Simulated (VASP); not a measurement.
# Ba (Fm-3m) in VASP: notebook

Runs on Ba. Level: PBEsol. Tasks: single point, relaxation of cell and atoms.

Program: VASP 6.6.1. These are calculated values, not measurements. Logs are shortened: lines on timing, memory, paths and dates and some standing lists are left out, and cuts for length are marked.

## (1) The cell of the first run

The structure is cubic, space group Fm-3m (No. 225). Conventional cell: a = 6.243 Å, b = 6.243 Å, c = 6.243 Å, α = 90.00°, β = 90.00°, γ = 90.00°. Within 5.8 Å of Ba (site symmetry m-3m) lie 12 Ba at 4.41 Å.

This isn't the form of Ba at room conditions, which is bcc.

## (2) Single point, PBEsol (60.84 Å³/atom)

INCAR

```
SYSTEM = Ba
PREC = Accurate
ENCUT = 520
EDIFF = 1E-7
ISMEAR = -1
SIGMA = 0.1
LREAL = .FALSE.
LASPH = .TRUE.
NELM = 60
ALGO = Normal
ISIF = 2
LWAVE = .FALSE.
LCHARG = .FALSE.
GGA = PS
NBANDS = 11
```

KPOINTS

```
regular mesh
0
G
  10 10 10
  0 0 0
```

POSCAR

```
Ba
1.0
    0.0000000000      3.1216515167      3.1216515167
    3.1216515167      0.0000000000      3.1216515167
    3.1216515167      3.1216515167      0.0000000000
Ba
1
Direct
    0.0000000000      0.0000000000      0.0000000000
```

Potentials or basis: VASP PAW PBE potentials, release 64 (Ba_sv).

Run with:

```sh
> cat potpaw_PBE.64/Ba_sv/POTCAR > POTCAR
> mpirun -np 1 vasp_std > vasp.out
```

OUTCAR:

```text
SYSTEM = Ba
   PREC = Accurate
   ENCUT = 520
   EDIFF = 1E-7
   ISMEAR = -1
   LREAL = .FALSE.
   LASPH = .TRUE.
   NELM = 60
   ISIF = 2
   GGA = PS

 ion  position               nearest neighbor table
   1  0.000  0.000  0.000-

  LATTYP: Found a face centered cubic cell.
 ALAT       =     6.2433030334

  Lattice vectors:

 A1 = (   0.0000000000,   3.1216515167,   3.1216515167)
 A2 = (   3.1216515167,   0.0000000000,   3.1216515167)
 A3 = (   3.1216515167,   3.1216515167,   0.0000000000)

Analysis of symmetry for initial positions (statically):
=====================================================================
 Subroutine PRICEL returns:
 Original cell was already a primitive cell.

 Routine SETGRP: Setting up the symmetry group for a
 face centered cubic supercell.

 Subroutine GETGRP returns: Found 48 space group operations
 (whereof 48 operations were pure point group operations)
 out of a pool of 48 trial point group operations.

The static configuration has the point symmetry O_h .

Analysis of symmetry for dynamics (positions and initial velocities):
=====================================================================
 Subroutine PRICEL returns:
 Original cell was already a primitive cell.

 Routine SETGRP: Setting up the symmetry group for a
 face centered cubic supercell.

 Subroutine GETGRP returns: Found 48 space group operations
 (whereof 48 operations were pure point group operations)
 out of a pool of 48 trial point group operations.

The dynamic configuration has the point symmetry O_h .

 Subroutine INISYM returns: Found 48 space group operations
 (whereof 48 operations are pure point group operations),
 and found     1 'primitive' translations

----------------------------------------------------------------------------------------

                                     Primitive cell

  volume of cell :      60.8392

  direct lattice vectors                    reciprocal lattice vectors
     0.000000000  3.121651517  3.121651517    -0.160171626  0.160171626  0.160171626
     3.121651517  0.000000000  3.121651517     0.160171626 -0.160171626  0.160171626
     3.121651517  3.121651517  0.000000000     0.160171626  0.160171626 -0.160171626

  length of vectors
     4.414681912  4.414681912  4.414681912     0.277425395  0.277425395  0.277425395

  position of ions in fractional coordinates (direct lattice)
     0.000000000  0.000000000  0.000000000

  ion indices of the primitive-cell ions
   primitive index   ion index
                 1           1

----------------------------------------------------------------------------------------

 KPOINTS: regular mesh

Automatic generation of k-mesh.
 Grid dimensions read from file:
 generate k-points for:   10   10   10

 Generating k-lattice:

  Cartesian coordinates                     Fractional coordinates (reciprocal lattice)
    -0.016017163  0.016017163  0.016017163     0.100000000  0.000000000  0.000000000
     0.016017163 -0.016017163  0.016017163     0.000000000  0.100000000  0.000000000
     0.016017163  0.016017163 -0.016017163     0.000000000  0.000000000  0.100000000

  Length of vectors
     0.027742539  0.027742539  0.027742539

  Shift w.r.t. Gamma in fractional coordinates (k-lattice)
     0.000000000  0.000000000  0.000000000

 Subroutine IBZKPT returns following result:
 ===========================================

 Found     47 irreducible k-points:

 Following reciprocal coordinates:
            Coordinates               Weight
  0.000000  0.000000  0.000000      1.000000
  0.100000  0.000000  0.000000      8.000000
  0.200000  0.000000  0.000000      8.000000
  0.300000  0.000000  0.000000      8.000000
  0.400000  0.000000  0.000000      8.000000
  0.500000  0.000000  0.000000      4.000000
[... 16 lines left out ...]
  0.300000  0.300000  0.000000      6.000000
  0.400000  0.300000  0.000000     24.000000
 [... further k-points ...]
   k-points           NKPTS =     47   k-points in BZ     NKDIM =     47   number of bands    NBANDS=     11
   number of dos      NEDOS =    301   number of ions     NIONS =      1
   total plane-waves  NPLWV =  46656
   dimension x,y,z NGX =    36 NGY =   36 NGZ =   36
   dimension x,y,z NGXF=    72 NGYF=   72 NGZF=   72
   ions per type =               1
   NGX,Y,Z   is equivalent  to a cutoff of  13.56, 13.56, 13.56 a.u.
   NGXF,Y,Z  is equivalent  to a cutoff of  27.11, 27.11, 27.11 a.u.
 SYSTEM =  Ba
   PREC   = accura    normal or accurate (medium, high low for compatibility)
   ISTART =      0    job   : 0-new  1-cont  2-samecut
   ICHARG =      2    charge: 1-file 2-atom 10-const
   ISPIN  =      1    spin polarized calculation?
   LNONCOLLINEAR =      F non collinear calculations
   LSORBIT =      F    spin-orbit coupling
   LASPH  =      T    aspherical Exc in radial PAW
   ENCUT  =  520.0 eV  38.22 Ry    6.18 a.u.   8.21  8.21  8.21*2*pi/ulx,y,z
   NELM   =     60;   NELMIN=  2; NELMDL= -5     # of ELM steps
   EDIFF  = 0.1E-06   stopping-criterion for ELM
   LREAL  =      F    real-space projection
   EDIFFG = 0.1E-05   stopping-criterion for IOM
   NSW    =      0    number of steps for IOM
   IBRION =     -1    ionic relax: 0-MD 1-quasi-New 2-CG
   NFREE  =      0    steps in history (QN), initial steepest desc. (CG)
   ISIF   =      2    stress and relaxation
   ISYM   =      2    0-nonsym 1-usesym 2-fastsym
   POTIM  = 0.5000    time-step for ionic-motion
   TEBEG  =    0.0;   TEEND  =   0.0 temperature during run
   PSTRESS=    0.0 pullay stress
   NELECT =      10.0000    total number of electrons
   NUPDOWN=      -1.0000    fix difference up-down
   EMIN   =  10.00;   EMAX   =-10.00  energy-range for DOS
   EFERMI =   0.00;   METHOD = LEGACY
   ISMEAR =    -1;   SIGMA  =   0.10  broadening in eV -4-tet -1-fermi 0-gaus
   EFERMI_NEDOS =   21; number of points for ismear=-14 and -15
   IALGO  =     38    algorithm
   IMIX   =      4    mixing-type and parameters
     AMIX     =   0.40;   BMIX     =  1.00
     AMIX_MAG =   1.60;   BMIX_MAG =  1.00
  volume/ion in A,a.u.               =      60.84       410.56
  Fermi-wavevector in a.u.,A,eV,Ry     =   0.896769  1.694647 10.941724  0.804194
  Thomas-Fermi vector in A             =   2.019269
   LORBIT       =      0    0 simple, 1 ext, 2 COOP (PROOUT), +10 PAW based schemes
   GGA     = PS    functional components
   LHFCALC =     F    Hartree Fock is set to
   AEXX    =    0.0000 exact exchange contribution
   IVDW    =     0    specifies the selected vdW correction
   LEPSILON=     F    determine dielectric tensor
   LRPA    =     F    only Hartree local field effects (RPA)
 non-spin polarized calculation
  energy-cutoff  :      520.00
  volume of cell :       60.84
 maximum number of plane-waves:      1676
 NGX is ok and might be reduce to    36
   NGX = 17   NGY = 17   NGZ = 17

 number of electron      10.0000000 magnetization

 number of electron       9.9999999 magnetization

 Free energy of the ion-electron system (eV)
  ---------------------------------------------------
  ext. energy  EPLUGINS =         0.00000000
  ---------------------------------------------------
  free energy    TOTEN  =        -2.15664203 eV

  energy without entropy =       -2.09976074  energy(sigma->0) =       -2.12820139

 E-fermi :   1.6827     XC(G=0):  -7.6182

 val. band max:        1.6486064032   @ k =  -0.3000   0.4000   0.1000
 cond. band min:       1.6903222443   @ k =  -0.3000   0.4000   0.2000
 fundamental gap:      0.0417158411
 Fermi energy:         1.6827050892

 k-point     1 :       0.0000    0.0000    0.0000
  band No.  band energies     occupation
      1     -27.1186      2.00000
      2     -12.0348      2.00000
      3     -12.0348      2.00000
      4     -12.0348      2.00000
      5      -1.1372      2.00000
      6       3.4878      0.00000
      7       3.4878      0.00000
      8       3.4878      0.00000
      9       5.1303      0.00000
     10       5.1303      0.00000
     11       7.7661      0.00000

 k-point     2 :       0.1000    0.0000    0.0000
  band No.  band energies     occupation
      1     -27.1142      2.00000
      2     -12.0884      2.00000
      3     -12.0414      2.00000
      4     -12.0414      2.00000
      5      -0.9529      2.00000
      6       3.2692      0.00000
      7       3.5742      0.00000
      8       3.5742      0.00000
      9       5.0125      0.00000
     10       5.0125      0.00000
     11       8.1976      0.00000

 k-point     3 :       0.2000    0.0000    0.0000
  band No.  band energies     occupation
      1     -27.1024      2.00000
      2     -12.2247      2.00000
      3     -12.0587      2.00000
      4     -12.0587      2.00000
      5      -0.4581      2.00000
      6       2.8591      0.00002
      7       3.6958      0.00000
      8       3.6958      0.00000
      9       4.9332      0.00000
     10       4.9332      0.00000
     11       8.2702      0.00000

 k-point     4 :       0.3000    0.0000    0.0000
  band No.  band energies     occupation
      1     -27.0878      2.00000
      2     -12.3856      2.00000
      3     -12.0798      2.00000
      4     -12.0798      2.00000
      5       0.1567      2.00000
      6       2.6066      0.00019
      7       3.5907      0.00000
      8       3.5907      0.00000
      9       5.3243      0.00000
     10       5.3243      0.00000
     11       7.6823      0.00000

 k-point     5 :       0.4000    0.0000    0.0000
  band No.  band energies     occupation
      1     -27.0759      2.00000
      2     -12.5104      2.00000
      3     -12.0968      2.00000
      4     -12.0968      2.00000
      5       0.5806      1.99997
      6       2.6984      0.00008
      7       3.4108      0.00000
      8       3.4108      0.00000
      9       6.0030      0.00000
     10       6.0030      0.00000
     11       7.4356      0.00000
[... 211 lines left out ...]
 k-point    21 :      -0.3000    0.2000    0.0000
  band No.  band energies     occupation
      1     -27.0714      2.00000
      2     -12.4362      2.00000
      3     -12.2308      2.00000
      4     -12.1037      2.00000
      5       1.0701      1.99564
      6       2.4119      0.00136
      7       2.7183      0.00006
      8       3.9364      0.00000
      9       5.0555      0.00000
     10       6.8621      0.00000
     11       8.2148      0.00000

 k-point    22 :      -0.2000    0.2000    0.0000
  band No.  band energies     occupation
      1     -27.0827      2.00000
      2     -12.3597      2.00000
      3     -12.1811      2.00000
      4     -12.0771      2.00000
      5       0.4835      1.99999
      6       2.4728      0.00074
      7       3.0851      0.00000
      8       4.1050      0.00000
      9       4.3893      0.00000
     10       6.2666      0.00000
     11       8.8883      0.00000

 k-point    23 :       0.3000    0.3000    0.0000
  band No.  band energies     occupation
      1     -27.0776      2.00000
      2     -12.3682      2.00000
      3     -12.1579      2.00000
      4     -12.1579      2.00000
      5       0.5292      1.99998
      6       1.9664      0.11068
      7       3.1983      0.00000
      8       4.8078      0.00000
      9       4.8078      0.00000
     10       5.8829      0.00000
     11      10.1771      0.00000

 k-point    24 :       0.4000    0.3000    0.0000
  band No.  band energies     occupation
      1     -27.0682      2.00000
      2     -12.4347      2.00000
      3     -12.1957      2.00000
      4     -12.1786      2.00000
      5       0.8592      1.99947
      6       1.8176      0.41209
      7       3.0702      0.00000
      8       4.9572      0.00000
      9       5.4798      0.00000
     10       6.2970      0.00000
     11       8.8102      0.00000

 [... further k-points ...]
[... 5 lines left out ...]
  --------------------------------------------------------------------------------------
  -------------------------------------------------------------------------------------
  Total       -0.0882477     -0.0882477     -0.0882477     -0.0000000     -0.0000000      0.0000000
  in kB       -2.3239704     -2.3239704     -2.3239704     -0.0000000     -0.0000000      0.0000000
  external PRESSURE =      -2.3239704 kB  Pullay stress =       0.0000000 kB

 VOLUME and BASIS-vectors are now :
 -----------------------------------------------------------------------------
  energy-cutoff  :      520.00
  volume of cell :       60.84
      direct lattice vectors                 reciprocal lattice vectors
     0.000000000  3.121651517  3.121651517    -0.160171626  0.160171626  0.160171626
     3.121651517  0.000000000  3.121651517     0.160171626 -0.160171626  0.160171626
     3.121651517  3.121651517  0.000000000     0.160171626  0.160171626 -0.160171626

 POSITION                                       TOTAL-FORCE (eV/Angst)
 -----------------------------------------------------------------------------------
      0.00000      0.00000      0.00000         0.000000     -0.000000      0.000000
 -----------------------------------------------------------------------------------
    total drift:                               -0.000000     -0.000000     -0.000000

  FREE ENERGIE OF THE ION-ELECTRON SYSTEM (eV)
  ---------------------------------------------------
  free  energy   TOTEN  =        -2.1566420334 eV

  energy  without entropy=       -2.0997607418  energy(sigma->0) =       -2.12820139
```

Wall time 49 s (1 thread of AMD EPYC 7R13, shared host); peak memory 0.18 GiB.

Results:

- Free energy: -2.1566 eV
- Pressure: -0.2 GPa
- Band gap on the k mesh: zero (bands 5 and 6 overlap by 0.22 eV)

Levels at points of the mesh, in eV from the Fermi level:
| k point | band 2 | band 3 | band 4 | band 5 | band 6 | band 7 | band 8 | band 9 |
| --- | --- | --- | --- | --- | --- | --- | --- | --- |
| (0.00, 0.00, 0.00) | -13.72 | -13.72 | -13.72 | -2.82 | 1.81 | 1.81 | 1.81 | 3.45 |
| (0.50, 0.00, 0.00) | -14.24 | -13.79 | -13.79 | -0.99 | 1.17 | 1.65 | 1.65 | 4.71 |
| (0.50, 0.50, 0.00) | -14.21 | -13.90 | -13.90 | -0.86 | -0.21 | 2.21 | 4.73 | 5.10 |

Caveat: the PAW data sets were made with another functional, which shifts forces and pressure a little; spin-orbit coupling is left out, which moves the levels of the heavy elements.

## (3) Single point, PBEsol (65.52 Å³/atom)

This run uses another cell than the first one, of 65.52 Å³/atom.

INCAR

```
SYSTEM = Ba
PREC     = Accurate       ! precision mode
ENCUT    = 520            ! plane-wave cutoff, eV
EDIFF    = 1E-6           ! SCF threshold, eV
ISMEAR   = -1             ! smearing method
SIGMA    = 0.1            ! smearing width, eV
LREAL    = .False.        ! projectors in reciprocal space
LASPH    = .True.         ! aspherical terms in the spheres
NELM     = 100            ! most SCF steps
ALGO     = Normal         ! electronic algorithm
ISIF     = 2              ! what is computed and relaxed
LWAVE    = .False.        ! write WAVECAR
LCHARG   = .True.         ! write CHGCAR
GGA      = PS             ! functional
LELF     = .True.         ! ELF
LVHAR    = .True.       
NBANDS   = 11             ! bands
```

KPOINTS

```
regular mesh
0
Gamma
  10 10 10
  0 0 0
```

POSCAR

```
Ba
1.0
    0.0000000000      3.1997249451      3.1997249451
    3.1997249451      0.0000000000      3.1997249451
    3.1997249451      3.1997249451      0.0000000000
Ba
1
Direct
    0.0000000000      0.0000000000      0.0000000000
```

Potentials or basis: VASP PAW PBE potentials, release 64 (Ba_sv).

Run with:

```sh
> cat potpaw_PBE.64/Ba_sv/POTCAR > POTCAR
> mpirun -np 1 vasp_std > vasp.out
```

It took 50 s on 1 thread of AMD EPYC 7R13, shared host; peak memory 0.18 GiB.

The run converged. Its results:

* Free energy: -2.1418 eV
* Pressure: -0.8 GPa
* Band gap on the k mesh: zero (bands 5 and 6 overlap by 0.17 eV)

Levels at points of the mesh, in eV from the Fermi level:
```
           k point  band 1  band 2  band 3  band 4  band 5  band 6  band 7  band 8  band 9  band 10
(0.00, 0.00, 0.00)  -28.93  -13.89  -13.89  -13.89   -2.78    1.73    1.73    1.73    3.23     3.23
(0.50, 0.00, 0.00)  -28.90  -14.30  -13.95  -13.95   -0.96    0.96    1.59    1.59    4.38     4.38
(0.50, 0.50, 0.00)  -28.89  -14.27  -14.04  -14.04   -0.78   -0.15    1.92    4.40    4.73     4.73
```

Caveat: the PAW data sets were made with another functional, which shifts forces and pressure a little; spin-orbit coupling is left out, which moves the levels of the heavy elements.

## (4) Relaxation of cell and atoms, PBEsol

This run uses another cell than the first one, of 62.50 Å³/atom.

INCAR

```
SYSTEM = Ba
ALGO     = Normal         ! electronic algorithm
EDIFF    = 1E-7           ! SCF threshold, eV
EDIFFG   = -0.01          ! ionic threshold
ENCUT    = 600            ! plane-wave cutoff, eV
GGA      = PS             ! functional
IBRION   = 2              ! ionic algorithm
ISIF     = 3              ! what is computed and relaxed
ISMEAR   = -1             ! smearing method
LASPH    = .TRUE.         ! aspherical terms in the spheres
LCHARG   = .FALSE.        ! write CHGCAR
LREAL    = .FALSE.        ! projectors in reciprocal space
LWAVE    = .FALSE.        ! write WAVECAR
NELM     = 60             ! most SCF steps
NSW      = 80             ! ionic steps
PREC     = Accurate       ! precision mode
SIGMA    = 0.1            ! smearing width, eV
```

KPOINTS

```
k-points
0
G
  9 9 9
  0 0 0
```

POSCAR

```
Ba
1.0
    0.0000000000      3.1498026247      3.1498026247
    3.1498026247      0.0000000000      3.1498026247
    3.1498026247      3.1498026247      0.0000000000
Ba
1
Direct
    0.0000000000      0.0000000000      0.0000000000
```

Run with:

```sh
> cat potpaw_PBE.64/Ba_sv/POTCAR > POTCAR
> mpirun -np 1 vasp_std > vasp.out
```

Run time: 1.8 min. Hardware: 1 thread of AMD EPYC 7R13, shared host; peak memory 0.18 GiB.

The run converged. Its results:

```yaml
Free_energy: -2.1586 eV
Relaxed_volume: 59.03 Å³/atom
Relaxed_cell: a = 4.371 Å, b = 4.371 Å, c = 4.371 Å, α = 60.00°, β = 60.00°, γ = 60.00°
Space_group_after_relaxing_to_0.1_Å: Fm-3m (No. 225)
Energy_gained_by_relaxing: 4.8 meV/atom
Ionic_steps: 3
Pressure_after_relaxing: 0.0 GPa
Band_gap_on_the_k_mesh: zero (bands 5 and 6 overlap by 0.30 eV)
```

The path:
```
step  energy change (eV)  largest force (eV/Å)  pressure (GPa)  volume (Å³)
   1              0.0000                0.0000           -0.44        62.50
   2             -0.0034                0.0000           -0.25        60.94
   3             -0.0048                0.0000            0.01        59.03
```

Final structure:
```
CELL_PARAMETERS angstrom
0.00000 3.09045 3.09045
3.09045 0.00000 3.09045
3.09045 3.09045 0.00000
ATOMIC_POSITIONS crystal
Ba 0.00000 0.00000 0.00000
```

Levels at points of the mesh, in eV from the Fermi level:
```csv
k point,band 3,band 4,band 5,band 6,band 7,band 8
"(0.00, 0.00, 0.00)",-13.65,-13.65,-2.84,1.83,1.83,1.83
```

Caveat: the PAW data sets were made with another functional, which shifts forces and pressure a little; spin-orbit coupling is left out, which moves the levels of the heavy elements.

## (5) Summary

```csv
task,cell,k mesh,cutoff (eV),gap on the mesh (eV),pressure (GPa)
single point,"a = 4.415 Å, angles 60.0°, 1 atom",10 × 10 × 10,520,none,-0.2
single point,"a = 4.525 Å, angles 60.0°, 1 atom",10 × 10 × 10,520,none,-0.8
relaxation of cell and atoms,"relaxed from a = 4.454 Å, angles 60.0°, 1 atom",9 × 9 × 9,600,none,0.0
```

Alike in all rows: level PBEsol; potentials or basis VASP PAW PBE potentials, release 64 (Ba_sv); no spin polarisation; smearing fermi-dirac 0.1 eV.

Caveats: the PAW data sets were made with another functional, which shifts forces and pressure a little; spin-orbit coupling is left out, which moves the levels of the heavy elements.

Total energies depend on the potentials used, so only differences within one code and one set of settings carry meaning.

The gap in the log of VASP goes by the Fermi energy; the results here count the filled bands.